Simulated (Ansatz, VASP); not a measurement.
# Two plane-wave programs on WS2

The input INCAR:

```
PREC     = Accurate       # precision mode
ENCUT    = 520            # plane-wave cutoff, eV
EDIFF    = 1E-7           # SCF threshold, eV
ISMEAR   = 0              # smearing method
SIGMA    = 0.1            # smearing width, eV
LREAL    = F              # projectors in reciprocal space
LASPH    = T              # aspherical terms in the spheres
NELM     = 150            # most SCF steps
ALGO     = Normal         # electronic algorithm
ISIF     = 2              # what is computed and relaxed
LWAVE    = F              # write WAVECAR
LCHARG   = F              # write CHGCAR
ISPIN    = 2              # spin polarisation
MAGMOM   = 0.48 0.01 0.01 # initial moments
LORBIT   = 11             # projections on sites
LMAXMIX  = 4              # l up to which the mixer works
GGA      = PE             # functional
NBANDS   = 24             # bands
```

File KPOINTS:

```
regular mesh
0
Gamma
  4 4 4
```

The input POSCAR:

```
WS2
1.0
    3.8016080800      0.0000000000      0.0000000000
    0.0000000000      3.8016080800      0.0000000000
    0.0000000000      0.0000000000      5.3762857100
W S
1 2
Direct
    0.0000000000      0.0000000000      0.0000000000
    0.5000000000      0.0000000000      0.2500000000
    0.0000000000      0.5000000000      0.7500000000
```

Input for Ansatz:

```yaml
crystal:
  lattice:
    - [3.80160808, 0.0, 0.0]
    - [0.0, 3.80160808, 0.0]
    - [0.0, 0.0, 5.37628571]
  atoms:
    - { symbol: W, position: [0.0, 0.0, 0.0] }
    - { symbol: S, position: [0.5, 0.0, 0.25] }
    - { symbol: S, position: [0.0, 0.5, 0.75] }
basis:
  ecutwfc: 420
kpoints:
  mp_grid: { grid: [4, 4, 4] }
hamiltonian:
  xc: pbe
scf:
  occupations: { method: gaussian, width: 0.1 }
  lower_state_search: "off"
output:
  forces: true
  stress: true
  eigenvalues: true
  populations: true
magnetization:
  spin_polarized: true
```

Change from the starting cell: ordered vacancies on the cation sites of zinc blende (P-4m2, No. 115).

Alike in both runs: task single point; functional PBE; k mesh 4 × 4 × 4; occupations gaussian, width 0.1 eV; collinear spin.

|  | VASP | Ansatz |
| --- | --- | --- |
| version | VASP 6.6.1 | Ansatz 0.2.0 |
| potentials or method | VASP PAW PBE potentials, release 64 (W_sv, S), cutoff 520 eV | scalar-relativistic, plane waves, PAW |
| valence electrons in the cell | 26 | 26 |

Ansatz gave:

| Quantity | Value |
| --- | --- |
| gap on the k mesh at the Fermi level (eV) | none |
| pressure (GPa) | -5.3 |
| traceless stress, the component that is largest in VASP (GPa) | 0.55 |
| rms of the force components (eV/Å) | 0.499 |
| net moment per atom (μB) | 0.26 |
| size of the moment on the site where the two differ most (μB) | 0.44 |

**Question.** Estimate VASP's values.

**Answer.** gap on the k mesh at the Fermi level (eV): none; pressure (GPa): -5.3; traceless stress, the component that is largest in VASP (GPa): 0.56; rms of the force components (eV/Å): 0.494; net moment per atom (μB): 0.26; size of the moment on the site where the two differ most (μB): 0.61.

Site moments also hang on the region over which each program counts them. Atom by atom the forces differ by 0.005 eV/Å (rms over components). A gap of «none» marks a metal or a gap that the smearing closes. With one functional, cell and mesh, what is left measures potentials, basis and numerics. Ansatz's warnings: no starting moments.

The k mesh is coarse, so the values compare programs but aren't converged. Spin-orbit coupling is off throughout.
